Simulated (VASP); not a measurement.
Write the native input for VASP 6.6.1 that does the following.

- Task: single point
- Functional: LDA
- Potentials or basis: VASP PAW LDA potentials, release 64 (Ta_pv, N)
- Cutoff: 520 eV
- k mesh: 9 × 9 × 5
- Occupations: fermi-dirac, width 0.03 eV
- Spin: no spin polarisation
- Dipole correction: no
- Further INCAR settings: ALGO = Normal; EDIFF = 1e-06; NBANDS = 24

The structure of TaN lies in POSCAR:

```
TaN
1.0
    3.0398003418      0.0000000000      0.0000000000
   -1.5199001709      2.6325443184      0.0000000000
    0.0000000000      0.0000000000      4.9234781375
Ta N
2 2
Direct
    0.3333333333      0.6666666667      0.0000000000
    0.6666666667      0.3333333333      0.5000000000
    0.3333333333      0.6666666667      0.3850000000
    0.6666666667      0.3333333333      0.8850000000
```

This cell differs from its parent crystal: volume scaled by 0.99.

One way to write it, as run:

INCAR

```
SYSTEM = TaN
PREC = Accurate
ENCUT = 520
EDIFF = 1E-6
ISMEAR = -1
SIGMA = 0.03
LREAL = .False.
LASPH = .True.
NELM = 100
ALGO = Normal
ISIF = 2
LWAVE = .False.
LCHARG = .True.
LELF = .True.
LVHAR = .True.
NBANDS = 24
```

KPOINTS

```
Automatic mesh
0
Gamma
  9 9 5
  0 0 0
```

Potentials or basis: VASP PAW LDA potentials, release 64 (Ta_pv, N).

Run with:

```console
$ cat potpaw_LDA.64/Ta_pv/POTCAR potpaw_LDA.64/N/POTCAR > POTCAR
$ mpirun -np 1 vasp_std > vasp.out
```

Results of the run:

```json
{"Pressure": "129.6 GPa", "Largest force": "2.266 eV/Å", "Band gap on the k mesh": "zero (band 16 reaches 10.28 eV, above the bottom of band 17 at 8.08 eV)"}
```

Caveat: spin-orbit coupling is left out, which moves the levels of the heavy elements; forces of over 1 eV/Å act on the atoms, so gaps and moduli don't describe the material at rest.

Run time: 31 s on 1 thread of Intel(R) Xeon(R) Platinum 8488C (Sapphire Rapids), on a shared host, peak memory 0.16 GiB.
